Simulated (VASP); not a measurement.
Wanted: the native input for a VASP 6.6.1 run.

| Property | Result |
| --- | --- |
| Task | single point |
| Functional | PBE |
| Potentials or basis | VASP PAW PBE potentials, release 64 (Sc_sv, Al) |
| Cutoff | 520 eV |
| k mesh | 10 × 10 × 10 |
| Occupations | gaussian, width 0.1 eV |
| Spin | no spin polarisation |
| Dipole correction | no |
| Further INCAR settings | ALGO = Fast; EDIFF = 1e-07; NBANDS = 32 |

The structure of Sc4Al lies in POSCAR:

```
Sc4Al
1.0
   -3.5661491910      3.5661491910      2.2629553798
    3.5661491910     -3.5661491910      2.2629553798
    3.5661491910      3.5661491910     -2.2629553798
Sc Al
4 1
Direct
    0.1984610372      0.3914936252      0.5899546624
    0.6085063748      0.1984610372      0.8069674119
    0.3914936252      0.8015389628      0.1930325881
    0.8015389628      0.6085063748      0.4100453376
    0.0000000000      0.0000000000      0.0000000000
```

One way to write it, as run:

INCAR

```
ALGO = Fast
EDIFF = 1E-7
ENCUT = 520
GGA = PE
ISIF = 2
ISMEAR = 0
LASPH = T
LCHARG = F
LREAL = F
LWAVE = F
NBANDS = 32
NELM = 100
PREC = Accurate
SIGMA = 0.1
```

KPOINTS

```
k-points
0
Gamma
  10 10 10
```

Potentials or basis: VASP PAW PBE potentials, release 64 (Sc_sv, Al).

Launch:

```console
$ cat potpaw_PBE.64/Sc_sv/POTCAR potpaw_PBE.64/Al/POTCAR > POTCAR
$ mpirun -np 1 vasp_std > vasp.out
```

It gave:

```json
{"Pressure": "-1.6 GPa", "Band gap on the k mesh": "zero (an odd number of electrons rules out a gap without spin polarisation)"}
```

Wall time 24 min on 1 thread of Oxide Virtual Turin-like Processor, on a shared host, peak memory 0.52 GiB.
